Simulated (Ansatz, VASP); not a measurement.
**One calculation of Fe, two programs**

```
Fe
1.0
    -1.44509    1.44509    1.36001
     1.44509   -1.44509    1.36001
     1.44509    1.44509   -1.36001
Fe
1
Direct
  0.00000 0.00000 0.00000
```

Alike in both runs: task relaxation of cell and atoms; functional PBEsol; k mesh 10 × 10 × 10; occupations gaussian, width 0.1 eV; collinear spin.

```csv
,VASP,Ansatz
version,VASP 6.6.1,Ansatz 0.2.0
potentials or method,"VASP PAW PBE potentials, release 64 (Fe), cutoff 600 eV","scalar-relativistic, plane waves, PAW"
valence electrons in the cell,8,16
```

|  | VASP | Ansatz | Ansatz less VASP |
| --- | --- | --- | --- |
| gap on the k mesh at the Fermi level, each at its own relaxed structure (eV) | none | none | - |
| net moment per atom (μB) | 2.13 | 2.12 | -0.002 |
| size of the moment on the site where the two differ most (μB) | 2.11 | 2.16 | +0.047 |
| relaxed volume (Å³/atom) | 10.82 | 10.85 | +0.029 |
| relaxed cell length with the largest relative difference (Å) | 2.413 | 2.416 | +0.0022 |

VASP's potentials were made for PBE, not for PBEsol. Site moments also hang on the region over which each program counts them. A gap of «none» marks a metal or a gap that the smearing closes. VASP's potentials hold 8 valence electrons a cell and Ansatz's 16, so a difference there can come from the potentials and not from the codes.
